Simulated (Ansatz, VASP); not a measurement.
**Two plane-wave programs on KTaO3**

File INCAR:

```
ALGO = Normal
EDIFF = 1E-7
ENCUT = 520
GGA = PE
ISIF = 2
ISMEAR = 0
LASPH = True
LCHARG = True
LELF = True
LREAL = False
LVHAR = True
LWAVE = False
NBANDS = 27
NELM = 100
PREC = Accurate
SIGMA = 0.05
```

The input KPOINTS:

```
k-points
0
Gamma
  8 8 8
```

File POSCAR:

```
KTaO3
1.0
    4.2132279162      0.0000000000      0.0000000000
    0.0000000000      4.2132279162      0.0000000000
    0.0000000000      0.0000000000      3.9667540831
K Ta O
1 1 3
Direct
    0.5000000000      0.5000000000      0.5000000000
    0.0000000000      0.0000000000      0.0000000000
    0.5000000000      0.0000000000      0.0000000000
    0.0000000000      0.5000000000      0.0000000000
    0.0000000000      0.0000000000      0.5000000000
```

Input for Ansatz:

```yaml
crystal:
  lattice:
    - [4.2132279162, 0.0, 0.0]
    - [0.0, 4.2132279162, 0.0]
    - [0.0, 0.0, 3.9667540831]
  atoms:
    - { symbol: K, position: [0.5, 0.5, 0.5] }
    - { symbol: Ta, position: [0.0, 0.0, 0.0] }
    - { symbol: O, position: [0.5, 0.0, 0.0] }
    - { symbol: O, position: [0.0, 0.5, 0.0] }
    - { symbol: O, position: [0.0, 0.0, 0.5] }
basis:
  ecutwfc: 520.0
kpoints:
  mp_grid: { grid: [8, 8, 8] }
hamiltonian:
  xc: pbe
scf:
  occupations: { method: gaussian, width: 0.05 }
output:
  forces: true
  stress: true
  eigenvalues: true
  write_density: true
  write_potential: true
  elf: true
  volumetric_format: npy
```

Alike in both runs: task single point; functional PBE; k mesh 8 × 8 × 8; occupations gaussian, width 0.05 eV; no spin polarisation.

|  | VASP | Ansatz |
| --- | --- | --- |
| version | VASP 6.6.1 | Ansatz 0.2.0 |
| potentials or method | VASP PAW PBE potentials, release 64 (K_sv, Ta_pv, O), cutoff 520 eV | scalar-relativistic, plane waves, PAW |
| valence electrons in the cell | 38 | 40 |

VASP gave:

```
gap on the k mesh at the Fermi level (eV)                     : 1.82
least direct gap on the mesh (eV)                             : 2.46
pressure (GPa)                                                : -10.7
traceless stress, the component that is largest in VASP (GPa) : 11.04
```

Question: Which values does Ansatz return?

Answer: gap on the k mesh at the Fermi level (eV): 1.86; least direct gap on the mesh (eV): 2.49; pressure (GPa): -11.1; traceless stress, the component that is largest in VASP (GPa): 10.88.

The functional is the same, so the differences come from potentials, cutoffs and numerics. VASP's potentials hold 38 valence electrons a cell and Ansatz's 40, so a difference there can come from the potentials and not from the codes.

Neither program's run includes spin-orbit coupling.
